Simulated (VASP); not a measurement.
Here is a VASP 6.6.1 calculation.

Contents of INCAR:

```
  PREC = Accurate
  ENCUT = 520
  EDIFF = 1E-6
  ISMEAR = 0
  SIGMA = 0.1
  LREAL = False
  LASPH = True
  NELM = 100
  ALGO = Normal
  ISIF = 2
  LWAVE = False
  LCHARG = False
  LDIPOL = True
  IDIPOL = 3
  DIPOL = 0.5 0.5 0.361
  GGA = PE
  NBANDS = 38
```

Contents of KPOINTS:

```
Automatic mesh
0
Gamma
  9 9 1
```

The input POSCAR:

```
Ti3N3Cl
1.0
    3.0028555067      0.0000000000      0.0000000000
   -1.5014277534      2.6005491527      0.0000000000
    0.0000000000      0.0000000000     21.5541471985
N Ti Cl
3 3 1
Direct
    0.3333333333      0.6666666666      0.1855791353
    0.0000000000      0.0000000000      0.2993308524
    0.6666666667      0.3333333334      0.4147299355
    0.6666666667      0.3333333334      0.2424549939
    0.3333333333      0.6666666666      0.3575097829
    0.0000000000      0.0000000000      0.4664599859
    0.3333333333      0.1666666666      0.5615955684
```

Potentials or basis: VASP PAW PBE potentials, release 64 (N, Ti_sv, Cl).

Command:

```sh
$ cat potpaw_PBE.64/N/POTCAR potpaw_PBE.64/Ti_sv/POTCAR potpaw_PBE.64/Cl/POTCAR > POTCAR
$ mpirun -np 1 vasp_std > vasp.out
```

**Question.** What does it give for the band gap on the k mesh?

**Answer.** Zero (band 29 reaches 0.57 eV, above the bottom of band 30 at 0.45 eV).

**Question.** Estimate the largest force.

**Answer.** 5.497 eV/Å.

Forces on the atoms (eV/Å):
```
N    0.006  0.004  4.229
N   -0.002 -0.001  1.323
N   -0.164 -0.095 -0.079
Ti  -0.010 -0.006 -5.497
Ti  -0.007 -0.004 -0.157
Ti  -0.509 -0.294  0.183
Cl   0.686  0.396 -0.002
```
